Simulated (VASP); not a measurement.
Au: single point with r2SCAN

The system is Au.

```xyz
1
Lattice="0.0000 2.0622 2.0622 2.0622 0.0000 2.0622 2.0622 2.0622 0.0000" Properties=species:S:1:pos:R:3 pbc="T T T"
Au    0.0000    0.0000    0.0000
```

| Item | Value |
| --- | --- |
| Program | VASP 6.6.1 |
| Task | single point |
| Functional | r2SCAN |
| Potentials or basis | VASP PAW PBE potentials, release 64 (Au) |
| Cutoff | 520 eV |
| k mesh | 18 × 18 × 18 |
| Occupations | gaussian, width 0.1 eV |
| Spin | no spin polarisation |

```
Pressure : 0.2 GPa
```

Levels at points of the mesh, in eV from the Fermi level:
```
           k point  band 3  band 4  band 5  band 6  band 7  band 8  band 9  band 10
(0.00, 0.00, 0.00)   -4.75   -4.75   -3.30   -3.30   15.39   19.31   19.31    19.31
(0.50, 0.00, 0.00)   -4.80   -2.11   -2.11   -0.63    3.06   14.87   17.73    17.73
(0.50, 0.50, 0.00)   -2.17   -1.79   -1.79    1.31    5.81   10.47   10.47    17.78
```

Wall time 2.7 min on 1 thread of Intel Xeon 8259CL, on a shared host, peak memory 0.18 GiB.

Caveat: the PAW data sets were made with another functional, which shifts forces and pressure a little; spin-orbit coupling is left out, which moves the levels of the heavy elements.
